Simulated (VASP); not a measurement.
W: single point with PBEsol

W:

```
CELL_PARAMETERS angstrom
-1.57727 1.57727 1.57727
1.57727 -1.57727 1.57727
1.57727 1.57727 -1.57727
ATOMIC_POSITIONS crystal
W 0.00000 0.00000 0.00000
```

- Program: VASP 6.6.1
- Task: single point
- Functional: PBEsol
- Potentials or basis: VASP PAW PBE potentials, release 64 (W_sv)
- Cutoff: 520 eV
- k mesh: 18 × 18 × 18
- Occupations: gaussian, width 0.1 eV
- Spin: no spin polarisation

```yaml
Pressure: 0.6 GPa
Band_gap_on_the_k_mesh: zero (band 7 reaches 16.67 eV, above the bottom of band 8 at 10.17 eV)
```

Levels at points of the mesh, in eV from the Fermi level:
| k point | band 4 | band 5 | band 6 | band 7 | band 8 | band 9 | band 10 | band 11 |
| --- | --- | --- | --- | --- | --- | --- | --- | --- |
| (0.00, 0.00, 0.00) | -37.67 | -9.70 | -1.24 | -1.24 | -1.24 | 2.27 | 2.27 | 14.57 |
| (0.50, 0.00, 0.00) | -37.67 | -6.35 | -3.61 | 0.74 | 2.17 | 3.16 | 6.27 | 11.24 |
| (0.50, 0.50, 0.50) | -38.60 | -5.92 | -5.92 | 5.26 | 5.26 | 5.26 | 8.34 | 8.34 |

Wall time 14 s on 1 thread of Intel(R) Xeon(R) Platinum 8488C (Sapphire Rapids), with other jobs on the host, peak memory 0.15 GiB.

Caveat: the PAW data sets were made with another functional, which shifts forces and pressure a little; spin-orbit coupling is left out, which moves the levels of the heavy elements.
